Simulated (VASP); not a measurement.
Al: single point with LDA

Crystal: Al.

```
CELL_PARAMETERS angstrom
-1.49279 1.49279 1.86792
1.49279 -1.49279 1.86792
1.49279 1.49279 -1.86792
ATOMIC_POSITIONS crystal
Al 0.00000 0.00000 0.00000
```

This cell differs from its parent crystal: volume 16.650 Å^3 an atom, c/a of the conventional cell 1.2513.

```yaml
Program: VASP 6.6.1
Task: single point
Functional: LDA
Potentials_or_basis: VASP PAW LDA potentials, release 64 (Al)
Cutoff: 520 eV
k_mesh: 22 × 22 × 22
Occupations: gaussian, width 0.15 eV
Spin: no spin polarisation
Dipole_correction: no
Further_INCAR_settings: ALGO = Normal; EDIFF = 1e-07; NBANDS = 8
```

```yaml
Pressure: -3.0 GPa
```

Stress tensor (GPa, compression positive):
```
-4.81  0.00  0.00
 0.00 -4.81  0.00
 0.00  0.00  0.49
```

Levels at points of the mesh, in eV from the Fermi level:
```csv
k point,band 1,band 2,band 3,band 4
"(0.00, 0.00, 0.00)",-11.01,12.33,12.33,13.58
"(0.50, 0.00, 0.00)",-4.45,-4.29,9.82,10.15
"(0.50, 0.50, 0.00)",-3.39,-2.41,5.98,6.02
"(0.50, 0.50, 0.50)",-1.53,0.15,4.11,4.11
```

Wall time 27 s on 1 thread of Intel(R) Xeon(R) 6975P-C (Granite Rapids), with other jobs on the host, peak memory 0.2 GiB.
